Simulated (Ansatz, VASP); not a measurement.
Os in VASP and in Ansatz

```
Os
1.0
     3.42655    0.00000    0.00000
    -1.71328    2.96748    0.00000
     0.00000    0.00000    5.65381
Os
4
Direct
  0.33333 0.66667 0.43750
  0.66667 0.33333 0.93750
  0.66667 0.33333 0.56250
  0.33333 0.66667 0.06250
```

Alike in both runs: task single point; functional PBE; k mesh 6 × 6 × 4; occupations gaussian, width 0.1 eV; no spin polarisation.

```csv
,VASP,Ansatz
version,VASP 6.6.1,Ansatz 0.2.0
potentials or method,"VASP PAW PBE potentials, release 64 (Os), cutoff 520 eV","scalar-relativistic, plane waves, PAW"
valence electrons in the cell,32,64
```

```tsv
	VASP	Ansatz	Ansatz less VASP
gap on the k mesh at the Fermi level (eV)	none	none	-
rms of the force components (eV/Å)	0.227	0.154	-0.0734
```

Atom by atom the forces differ by 0.073 eV/Å (rms over components). A gap of «none» marks a metal or a gap that the smearing closes. VASP's potentials hold 32 valence electrons a cell and Ansatz's 64, so a difference there can come from the potentials and not from the codes.

Spin-orbit coupling is off throughout.
